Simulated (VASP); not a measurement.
A run of VASP 6.6.1 is set up as follows.

Contents of INCAR:

```
SYSTEM = Ca
PREC = Accurate ; ENCUT = 520
EDIFF = 1E-6 ; ISMEAR = 1
SIGMA = 0.1 ; LREAL = .False.
LASPH = .True. ; NELM = 80
ALGO = Normal ; ISIF = 2
LWAVE = .False. ; LCHARG = .True.
GGA = PE ; IVDW = 12
LELF = .True. ; LVHAR = .True.
NBANDS = 11
```

The input KPOINTS:

```
regular mesh
0
Gamma
  6 6 6
  0 0 0
```

File POSCAR:

```
Ca
1.0
    3.4543256130      0.0000000000      0.0000000000
    0.0000000000      3.4543256130      0.0000000000
    0.0000000000      0.0000000000      3.4543256130
Ca
1
Direct
    0.0000000000      0.0000000000      0.0000000000
```

Potentials or basis: VASP PAW PBE potentials, release 64 (Ca_sv).

Launch:

```bash
$ cat potpaw_PBE.64/Ca_sv/POTCAR > POTCAR
$ mpirun -np 1 vasp_std > vasp.out
```

Question: Predict the pressure.

Answer: 0.1 GPa.

Question: What does it give for the band gap on the k mesh?

Answer: Zero (band 5 reaches 2.61 eV, above the bottom of band 6 at 1.48 eV).

Question: Predict the dispersion energy per atom.

Answer: -0.236 eV.

Caveat: three body term missing; pairwise dispersion overbinds metals, which lowers pressure and volume.
